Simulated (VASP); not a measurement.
Wanted: the native input for a VASP 6.6.1 run.

```
Task                   : single point
Functional             : pbe exchange, pbesol correlation
Potentials or basis    : VASP PAW PBE potentials, release 64 (Cd, S)
Cutoff                 : 500 eV
k mesh                 : 8 × 8 × 8
Occupations            : methfessel-paxton, width 0.025 eV
Spin                   : no spin polarisation
Dipole correction      : no
Further INCAR settings : ALGO = Normal; EDIFF = 1e-06; NBANDS = 16
```

The structure of CdS lies in POSCAR:

```
CdS
1.0
    0.0000000000      2.7532440000      2.7532440000
    2.7532440000      0.0000000000      2.7532440000
    2.7532440000      2.7532440000      0.0000000000
Cd S
1 1
Direct
    0.0000000000      0.0000000000      0.0000000000
    0.5000000000      0.5000000000      0.5000000000
```

The input as run:

INCAR

```
ALGO     = Normal         # electronic algorithm
EDIFF    = 1E-6           # SCF threshold, eV
ENCUT    = 500            # plane-wave cutoff, eV
GGA      = LIBXC          # functional
GGA_COMPAT= False        
ISIF     = 2              # what is computed and relaxed
ISMEAR   = 1              # smearing method
LASPH    = True           # aspherical terms in the spheres
LCHARG   = False          # write CHGCAR
LIBXC1   = GGA_X_PBE    
LIBXC2   = GGA_C_PBE_SOL
LREAL    = False          # projectors in reciprocal space
LWAVE    = False          # write WAVECAR
NBANDS   = 16             # bands
NELM     = 120            # most SCF steps
PREC     = Accurate       # precision mode
SIGMA    = 0.025          # smearing width, eV
```

KPOINTS

```
k-points
0
Gamma
  8 8 8
```

Potentials or basis: VASP PAW PBE potentials, release 64 (Cd, S).

Command:

```bash
$ cat potpaw_PBE.64/Cd/POTCAR potpaw_PBE.64/S/POTCAR > POTCAR
$ mpirun -np 1 vasp_std > vasp.out
```

Results of the run:

```yaml
Pressure: 0.7 GPa
Band_gap_on_the_k_mesh: 0.21 eV (least direct gap 1.51 eV)
```

Caveat: the PAW data sets were made with another functional, which shifts forces and pressure a little.

It took 16 s on 1 thread of Intel(R) Xeon(R) Platinum 8259CL CPU @ 2.50GHz (Skylake/Cascade Lake), with other jobs on the host, peak memory 0.16 GiB.
